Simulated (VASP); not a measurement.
# Na3H (Pmmm) in VASP: notebook

The runs below take Na3H through single point, relaxation of cell and atoms, with PBE.

Program: VASP 6.6.1. These are calculated values, not measurements. Logs are shortened: lines on timing, memory, paths and dates and some standing lists are left out, and cuts for length are marked.

## (1) The cell of the first run

The structure is orthorhombic, space group Pmmm (No. 47). Conventional cell: a = 3.298 Å, b = 3.490 Å, c = 10.072 Å, α = 90.00°, β = 90.00°, γ = 90.00°. Na (site symmetry mmm) has 6 Na at 3.30 to 3.49 Å within 4.3 Å. Na (site symmetry mm2) has 2 H at 2.29 Å within 3.0 Å. Within 3.0 Å of H (site symmetry mmm) lie 4 Na at 2.29 Å.

## (2) Single point, PBE

Contents of INCAR:

```
SYSTEM = Na3H
ALGO = Normal
EDIFF = 1E-6
ENCUT = 520
GGA = PE
ISIF = 2
ISMEAR = 0
LASPH = .TRUE.
LCHARG = .FALSE.
LREAL = .FALSE.
LWAVE = .FALSE.
NBANDS = 19
NELM = 80
PREC = Accurate
SIGMA = 0.1
```

Contents of KPOINTS:

```
k-points
0
G
  6 6 2
  0 0 0
```

Contents of POSCAR:

```
Na3H
1.0
    3.2981779429      0.0000000000      0.0000000000
    0.0000000000      3.4899837301      0.0000000000
    0.0000000000      0.0000000000     10.0719406059
Na H
3 1
Direct
    0.5000000000      0.0000000000      0.0000000000
    0.5000000000      0.0000000000      0.6575933795
    0.5000000000      0.0000000000      0.3424066205
    0.0000000000      0.0000000000      0.5000000000
```

Potentials or basis: VASP PAW PBE potentials, release 64 (Na_pv, H).

Command:

```
cat potpaw_PBE.64/Na_pv/POTCAR potpaw_PBE.64/H/POTCAR > POTCAR
mpirun -np 1 vasp_std > vasp.out
```

OUTCAR:

```text
SYSTEM = Na3H
   EDIFF = 1E-6
   ENCUT = 520
   GGA = PE
   ISIF = 2
   ISMEAR = 0
   LASPH = .TRUE.
   LREAL = .FALSE.
   NELM = 80
   PREC = Accurate

 ion  position               nearest neighbor table
   1  0.500  0.000  0.000-
   2  0.500  0.000  0.658-
   3  0.500  0.000  0.342-
   4  0.000  0.000  0.500-

  LATTYP: Found a simple orthorhombic cell.
 ALAT       =     3.2981779429
 B/A-ratio  =     1.0581550755
 C/A-ratio  =     3.0537893286

  Lattice vectors:

 A1 = (   3.2981779429,   0.0000000000,   0.0000000000)
 A2 = (   0.0000000000,   3.4899837301,   0.0000000000)
 A3 = (   0.0000000000,   0.0000000000,  10.0719406059)

Analysis of symmetry for initial positions (statically):
=====================================================================
 Subroutine PRICEL returns:
 Original cell was already a primitive cell.

 Routine SETGRP: Setting up the symmetry group for a
 simple orthorhombic supercell.

 Subroutine GETGRP returns: Found  8 space group operations
 (whereof  8 operations were pure point group operations)
 out of a pool of  8 trial point group operations.

The static configuration has the point symmetry D_2h.

Analysis of symmetry for dynamics (positions and initial velocities):
=====================================================================
 Subroutine PRICEL returns:
 Original cell was already a primitive cell.

 Routine SETGRP: Setting up the symmetry group for a
 simple orthorhombic supercell.

 Subroutine GETGRP returns: Found  8 space group operations
 (whereof  8 operations were pure point group operations)
 out of a pool of  8 trial point group operations.

The dynamic configuration has the point symmetry D_2h.

 Subroutine INISYM returns: Found  8 space group operations
 (whereof  8 operations are pure point group operations),
 and found     1 'primitive' translations

----------------------------------------------------------------------------------------

                                     Primitive cell

  volume of cell :     115.9340

  direct lattice vectors                    reciprocal lattice vectors
[... 81 lines left out ...]
 SYSTEM =  Na3H
   PREC   = accura    normal or accurate (medium, high low for compatibility)
   ISTART =      0    job   : 0-new  1-cont  2-samecut
   ICHARG =      2    charge: 1-file 2-atom 10-const
   ISPIN  =      1    spin polarized calculation?
   LNONCOLLINEAR =      F non collinear calculations
   LSORBIT =      F    spin-orbit coupling
   LASPH  =      T    aspherical Exc in radial PAW
   ENCUT  =  520.0 eV  38.22 Ry    6.18 a.u.   6.13  6.49 18.73*2*pi/ulx,y,z
   NELM   =     80;   NELMIN=  2; NELMDL= -5     # of ELM steps
   EDIFF  = 0.1E-05   stopping-criterion for ELM
   LREAL  =      F    real-space projection
   EDIFFG = 0.1E-04   stopping-criterion for IOM
   NSW    =      0    number of steps for IOM
   IBRION =     -1    ionic relax: 0-MD 1-quasi-New 2-CG
   NFREE  =      0    steps in history (QN), initial steepest desc. (CG)
   ISIF   =      2    stress and relaxation
   ISYM   =      2    0-nonsym 1-usesym 2-fastsym
   POTIM  = 0.5000    time-step for ionic-motion
   TEBEG  =    0.0;   TEEND  =   0.0 temperature during run
   PSTRESS=    0.0 pullay stress
   NELECT =      22.0000    total number of electrons
   NUPDOWN=      -1.0000    fix difference up-down
   EMIN   =  10.00;   EMAX   =-10.00  energy-range for DOS
   EFERMI =   0.00;   METHOD = LEGACY
   ISMEAR =     0;   SIGMA  =   0.10  broadening in eV -4-tet -1-fermi 0-gaus
   EFERMI_NEDOS =   21; number of points for ismear=-14 and -15
   IALGO  =     38    algorithm
   IMIX   =      4    mixing-type and parameters
     AMIX     =   0.40;   BMIX     =  1.00
     AMIX_MAG =   1.60;   BMIX_MAG =  1.00
  volume/ion in A,a.u.               =      28.98       195.59
  Fermi-wavevector in a.u.,A,eV,Ry     =   0.940760  1.777779 12.041556  0.885029
  Thomas-Fermi vector in A             =   2.068204
   LORBIT       =      0    0 simple, 1 ext, 2 COOP (PROOUT), +10 PAW based schemes
   GGA     = PE    functional components
   LHFCALC =     F    Hartree Fock is set to
   AEXX    =    0.0000 exact exchange contribution
   IVDW    =     0    specifies the selected vdW correction
   LEPSILON=     F    determine dielectric tensor
   LRPA    =     F    only Hartree local field effects (RPA)
 non-spin polarized calculation
 Gauss-broadening in eV      SIGMA  =   0.10
  energy-cutoff  :      520.00
  volume of cell :      115.93
 maximum number of plane-waves:      3160
 NGX is ok and might be reduce to    28
   NGX = 13   NGY = 13   NGZ = 37

 number of electron      21.9999966 magnetization

 Free energy of the ion-electron system (eV)
  ---------------------------------------------------
  ext. energy  EPLUGINS =         0.00000000
  ---------------------------------------------------
  free energy    TOTEN  =        -7.00222020 eV

  energy without entropy =       -6.99172119  energy(sigma->0) =       -6.99697070

 E-fermi :   0.4488     XC(G=0):  -6.4697

 val. band max:        0.4434730120   @ k =   0.3333   0.3333   0.5000
 cond. band min:       0.4659036547   @ k =   0.0000   0.3333   0.5000
 fundamental gap:      0.0224306427
 Fermi energy:         0.4487642830

 k-point     1 :       0.0000    0.0000    0.0000
  band No.  band energies     occupation
      1     -24.8298      2.00000
      2     -24.8186      2.00000
      3     -24.8177      2.00000
      4     -24.7728      2.00000
      5     -24.7685      2.00000
      6     -24.7496      2.00000
[... 505 lines left out ...]
      6     -24.7575      2.00000
[... 11 lines left out ...]
     18       7.0558      0.00000
     19       8.5906      0.00000

 [... further k-points ...]
[... 5 lines left out ...]
  --------------------------------------------------------------------------------------
  -------------------------------------------------------------------------------------
  Total       -0.2232176      0.2298374     -0.0899689     -0.0000000      0.0000000      0.0000000
  in kB       -3.0848091      3.1762933     -1.2433472     -0.0000000      0.0000000      0.0000000
  external PRESSURE =      -0.3839543 kB  Pullay stress =       0.0000000 kB

 VOLUME and BASIS-vectors are now :
 -----------------------------------------------------------------------------
  energy-cutoff  :      520.00
  volume of cell :      115.93
      direct lattice vectors                 reciprocal lattice vectors
     3.298177943  0.000000000  0.000000000     0.303197710  0.000000000  0.000000000
     0.000000000  3.489983730  0.000000000     0.000000000  0.286534287  0.000000000
     0.000000000  0.000000000 10.071940606     0.000000000  0.000000000  0.099285732

 POSITION                                       TOTAL-FORCE (eV/Angst)
 -----------------------------------------------------------------------------------
      1.64909      0.00000      0.00000         0.000000     -0.000000      0.000000
      1.64909      0.00000      6.62324         0.000000      0.000000      0.016497
      1.64909      0.00000      3.44870         0.000000     -0.000000     -0.016497
      0.00000      0.00000      5.03597         0.000000     -0.000000      0.000000
 -----------------------------------------------------------------------------------
    total drift:                                0.000000     -0.000000     -0.000000

  FREE ENERGIE OF THE ION-ELECTRON SYSTEM (eV)
  ---------------------------------------------------
  free  energy   TOTEN  =        -7.0022202037 eV

  energy  without entropy=       -6.9917211870  energy(sigma->0) =       -6.99697070
```

OSZICAR:

```text
N       E                     dE             d eps       ncg     rms          rms(c)
DAV:   1     0.173728539070E+03    0.17373E+03   -0.11617E+04  1224   0.113E+03
DAV:   2     0.280793176957E+01   -0.17092E+03   -0.16838E+03  1216   0.318E+02
DAV:   3    -0.760518600858E+01   -0.10413E+02   -0.10368E+02  1399   0.949E+01
DAV:   4    -0.777239963686E+01   -0.16721E+00   -0.16718E+00  1425   0.130E+01
DAV:   5    -0.777574544528E+01   -0.33458E-02   -0.33458E-02  1392   0.187E+00    0.370E+00
DAV:   6    -0.713822094861E+01    0.63752E+00   -0.95466E-01  1403   0.250E+00    0.157E+00
DAV:   7    -0.699121951043E+01    0.14700E+00   -0.69911E-01  1389   0.204E+00    0.486E-01
DAV:   8    -0.700261792239E+01   -0.11398E-01   -0.38357E-02  1358   0.917E-01    0.168E-01
DAV:   9    -0.700211158946E+01    0.50633E-03   -0.50638E-03  1357   0.274E-01    0.565E-02
DAV:  10    -0.700214570290E+01   -0.34113E-04   -0.75380E-04  1453   0.144E-01    0.199E-02
DAV:  11    -0.700222071753E+01   -0.75015E-04   -0.12495E-04  1329   0.442E-02    0.162E-02
DAV:  12    -0.700222250382E+01   -0.17863E-05   -0.78928E-06  1118   0.155E-02    0.123E-02
DAV:  13    -0.700221996043E+01    0.25434E-05   -0.18465E-05  1064   0.137E-02    0.145E-03
DAV:  14    -0.700222020367E+01   -0.24323E-06   -0.84447E-07  1060   0.488E-03
   1 F= -.70022202E+01 E0= -.69969707E+01  d E =-.104990E-01
```

Run time: 44 s. Hardware: 1 thread of Intel Xeon Platinum 8375C at 2.90GHz (Ice Lake), shared host; peak memory 0.25 GiB.

Results:

```yaml
Free_energy: -7.0022 eV
Pressure: 0.0 GPa
Largest_force: 0.016 eV/Å
Band_gap_on_the_k_mesh: zero (band 11 reaches 3.57 eV, above the bottom of band 12 at -1.34 eV)
```

Forces on the atoms (eV/Å):
```
Na   0.000  0.000  0.000
Na   0.000  0.000  0.016
Na   0.000  0.000 -0.016
H    0.000  0.000  0.000
```

## (3) Relaxation of cell and atoms, PBE

This run uses another cell than the first one, of 19.02 Å³/atom, 0.656 times its volume.

Contents of INCAR:

```
PREC = Accurate
ENCUT = 600
EDIFF = 1E-6
ISMEAR = 0
SIGMA = 0.1
LREAL = F
LASPH = T
NELM = 100
ALGO = Normal
ISIF = 3
LWAVE = F
LCHARG = F
GGA = PE
IBRION = 2
NSW = 90
EDIFFG = -0.04
```

Contents of KPOINTS:

```
Automatic mesh
0
Gamma
  6 4 2
```

Contents of POSCAR:

```
Na3H
1.0
    2.5218626600      0.0000000000      0.0000000000
    0.0000000000      3.9590129900      0.0000000000
    0.0000000000      0.0000000000      7.6183511800
Na H
3 1
Direct
    0.5000000000      0.0000000000      0.0000000000
    0.5000000000      0.0000000000      0.6877655800
    0.5000000000      0.0000000000      0.3122344200
    0.0000000000      0.0000000000      0.5000000000
```

Potentials or basis: VASP PAW PBE potentials, release 64 (Na_pv, H).

Command:

```
cat potpaw_PBE.64/Na_pv/POTCAR potpaw_PBE.64/H/POTCAR > POTCAR
mpirun -np 1 vasp_std > vasp.out
```

OUTCAR:

```text
PREC = Accurate
   ENCUT = 600
   EDIFF = 1E-6
   ISMEAR = 0
   LREAL = F
   LASPH = T
   NELM = 100
   ISIF = 3
   GGA = PE
   IBRION = 2
   NSW = 90
   EDIFFG = -0.04

 ion  position               nearest neighbor table
   1  0.500  0.000  0.000-   2 2.38   3 2.38
   2  0.500  0.000  0.688-   1 2.38
   3  0.500  0.000  0.312-   1 2.38
   4  0.000  0.000  0.500-

  LATTYP: Found a simple orthorhombic cell.
 ALAT       =     2.5218626600
 B/A-ratio  =     1.5698765253
 C/A-ratio  =     3.0209223130

  Lattice vectors:

 A1 = (   2.5218626600,   0.0000000000,   0.0000000000)
 A2 = (   0.0000000000,   3.9590129900,   0.0000000000)
 A3 = (   0.0000000000,   0.0000000000,   7.6183511800)

Analysis of symmetry for initial positions (statically):
=====================================================================
 Subroutine PRICEL returns:
 Original cell was already a primitive cell.

 Routine SETGRP: Setting up the symmetry group for a
 simple orthorhombic supercell.

 Subroutine GETGRP returns: Found  8 space group operations
 (whereof  8 operations were pure point group operations)
 out of a pool of  8 trial point group operations.

The static configuration has the point symmetry D_2h.

Analysis of symmetry for dynamics (positions and initial velocities):
=====================================================================
 Subroutine PRICEL returns:
[... 289 lines left out ...]
      8     -24.9054      2.00000
      9     -24.9044      2.00000
     10      -3.9695      2.00000
     11      -2.3316      2.00000
     12      -1.4695      2.00000
     13       2.2217      0.00000
     14       3.2628      0.00000
[... 401 lines left out ...]
      2     -25.1115      2.00000
      3     -25.0705      2.00000
      4     -24.9807      2.00000
      5     -24.9790      2.00000
      6     -24.9732      2.00000
      7     -24.9704      2.00000
      8     -24.9164      2.00000
      9     -24.9121      2.00000
     10      -1.5961      2.00000
     11       2.5872      0.00000
     12       3.2251      0.00000
     13       3.3863      0.00000
     14       3.8105      0.00000
     15       3.8250      0.00000

[... ionic steps 4 to 10 ...]

--------------------------------------- Ionic step       11  -------------------------------------------

 number of electron      22.0000069 magnetization

------------------------ aborting loop because EDIFF is reached ----------------------------------------
[... 71 lines left out ...]
--------------------------------------- Ionic step       13  -------------------------------------------

 number of electron      22.0000044 magnetization

 Free energy of the ion-electron system (eV)
  ---------------------------------------------------
  ext. energy  EPLUGINS =         0.00000000
  ---------------------------------------------------
  free energy    TOTEN  =        -6.99027371 eV

  energy without entropy =       -6.98614938  energy(sigma->0) =       -6.98821155

 E-fermi :   0.3756     XC(G=0):  -6.4681

 val. band max:        0.2264528929   @ k =   0.0000   0.5000   0.0000
 cond. band min:       0.4219037076   @ k =   0.1667   0.2500   0.5000
 fundamental gap:      0.1954508147
 Fermi energy:         0.3755897732

 k-point     1 :       0.0000    0.0000    0.0000
  band No.  band energies     occupation
      1     -24.7960      2.00000
      2     -24.7798      2.00000
      3     -24.7789      2.00000
      4     -24.7718      2.00000
      5     -24.7673      2.00000
      6     -24.7518      2.00000
      7     -24.6979      2.00000
      8     -24.6891      2.00000
      9     -24.6842      2.00000
     10      -4.4284      2.00000
     11      -2.1332      2.00000
     12      -1.3251      2.00000
     13       1.9840      0.00000
     14       3.0633      0.00000
[... 444 lines left out ...]
  FREE ENERGIE OF THE ION-ELECTRON SYSTEM (eV)
  ---------------------------------------------------
  free  energy   TOTEN  =        -6.9902737149 eV

  energy  without entropy=       -6.9861493821  energy(sigma->0) =       -6.98821155

 reached required accuracy - stopping structural energy minimisation
```

OSZICAR:

```text
N       E                     dE             d eps       ncg     rms          rms(c)
DAV:   1     0.186362689340E+03    0.18636E+03   -0.13375E+04   720   0.178E+03
DAV:   2     0.399860991972E+01   -0.18236E+03   -0.18111E+03   727   0.428E+02
DAV:   3    -0.538780614795E+01   -0.93864E+01   -0.93348E+01   881   0.117E+02
[... 118 lines left out ...]
DAV:   2    -0.699232681488E+01    0.30702E-02   -0.39214E-03   720   0.583E-01    0.365E-01
DAV:   3    -0.699027291530E+01    0.20539E-02   -0.99373E-04   893   0.226E-01    0.125E-02
DAV:   4    -0.699027401670E+01   -0.11014E-05   -0.33728E-05   706   0.392E-02    0.752E-03
DAV:   5    -0.699027384668E+01    0.17002E-06   -0.13996E-05   570   0.143E-02    0.274E-03
DAV:   6    -0.699027371493E+01    0.13175E-06   -0.91010E-07   465   0.625E-03
  13 F= -.69902737E+01 E0= -.69882115E+01  d E =-.131165E-01
```

CONTCAR:

```text
Na3H
   1.00000000000000
     3.2915498150031883    0.0000000000000000    0.0000000000000000
     0.0000000000000000    3.5175925251067848    0.0000000000000000
     0.0000000000000000    0.0000000000000000   10.0062375605085006
  Na              H
     3     1
Direct
     0.5000000000000000    0.0000000000000000    0.0000000000000000
     0.5000000000000000    0.0000000000000000    0.6573936484133133
     0.5000000000000000    1.0000000000000000    0.3426063515866868
     1.0000000000000000    0.0000000000000000    0.5000000000000000

  0.00000000E+00  0.00000000E+00  0.00000000E+00
  0.00000000E+00  0.00000000E+00  0.00000000E+00
  0.00000000E+00  0.00000000E+00  0.00000000E+00
  0.00000000E+00  0.00000000E+00  0.00000000E+00
```

It took 2.5 min on 1 thread of Intel Xeon Platinum 8375C at 2.90GHz (Ice Lake), shared host; peak memory 0.2 GiB.

Results:

* Free energy: -6.9903 eV
* Relaxed volume: 28.96 Å³/atom
* Relaxed cell: a = 3.292 Å, b = 3.518 Å, c = 10.006 Å, α = 90.00°, β = 90.00°, γ = 90.00°
* Space group after relaxing (to 0.05 Å): Pmmm (No. 47)
* Energy gained by relaxing: 654.2 meV/atom
* Ionic steps: 13
* Pressure after relaxing: -0.1 GPa
* Largest force after relaxing: 0.039 eV/Å
* Band gap on the k mesh: zero (band 11 reaches 3.53 eV, above the bottom of band 12 at -1.33 eV)

Forces in eV/Å, atoms in the order of the input:
```
Na   0.000  0.000  0.000
Na   0.000  0.000  0.039
Na   0.000  0.000 -0.039
H    0.000  0.000  0.000
```

Stress tensor (GPa, compression positive):
```
-0.03  0.00  0.00
 0.00 -0.20  0.00
 0.00  0.00 -0.12
```

Step by step:
```csv
step,energy change (eV),largest force (eV/Å),pressure (GPa),volume (Å³)
1,0.0000,0.3414,14.68,76.06
2,-1.8759,0.6135,4.25,96.29
3,-2.3138,0.6682,1.08,110.54
4,-2.2806,0.6467,-1.56,141.51
5,-2.4023,0.6674,-0.70,125.80
6,-2.4063,0.6691,-0.38,122.29
7,-2.4629,0.5615,-0.38,121.24
8,-2.5785,0.2139,-0.20,118.06
9,-2.4989,0.6686,0.79,111.57
10,-2.6029,0.0204,0.01,116.16
11,-2.6036,0.0615,0.05,115.85
12,-2.6157,0.0449,-0.08,115.87
13,-2.6167,0.0394,-0.12,115.86
```

Final structure:
```
CELL_PARAMETERS angstrom
3.29155 0.00000 0.00000
0.00000 3.51759 0.00000
0.00000 0.00000 10.00624
ATOMIC_POSITIONS crystal
Na 0.50000 0.00000 0.00000
Na 0.50000 0.00000 0.65739
Na 0.50000 0.00000 0.34261
H 0.00000 0.00000 0.50000
```

Caveat: the k points lie up to 0.45 Å⁻¹ apart in the final cell; the volume moved by over 15 % at a fixed basis, so the end points are rough.
